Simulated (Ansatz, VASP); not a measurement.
**One calculation of InSe, two programs**

```
In Se
1.0
     5.43431   -2.05527   -0.00529
     5.43431    2.05527   -0.00529
    -1.48473    0.00000    4.27209
In Se
2 2
Direct
  0.88580 0.88580 0.02905
  0.11420 0.11420 0.97095
  0.65472 0.65472 0.63749
  0.34528 0.34528 0.36251
```

Change from the starting cell: strain -0.0750 x Voigt [1, 0, 0, 0, 0, 0], atoms carried along.

Alike in both runs: task single point; functional PBEsol; k mesh 8 × 8 × 6; occupations gaussian, width 0.05 eV; no spin polarisation.

|  | VASP | Ansatz |
| --- | --- | --- |
| version | VASP 6.6.1 | Ansatz 0.2.0 |
| potentials or method | VASP PAW PBE potentials, release 64 (In_d, Se), cutoff 520 eV | scalar-relativistic, plane waves, PAW |
| valence electrons in the cell | 38 | 58 |

|  | VASP | Ansatz | Ansatz less VASP |
| --- | --- | --- | --- |
| gap on the k mesh at the Fermi level (eV) | 0.62 | 0.63 | +0.011 |
| least direct gap on the mesh (eV) | 0.98 | 0.98 | +0.008 |
| pressure (GPa) | 7.0 | 6.9 | -0.12 |
| traceless stress, the component that is largest in VASP (GPa) | 7.09 | 7.09 | +0.002 |
| rms of the force components (eV/Å) | 0.313 | 0.315 | +0.0024 |

VASP's potentials were made for PBE, not for PBEsol. Atom by atom the forces differ by 0.013 eV/Å (rms over components). VASP's potentials hold 38 valence electrons a cell and Ansatz's 58, so a difference there can come from the potentials and not from the codes.
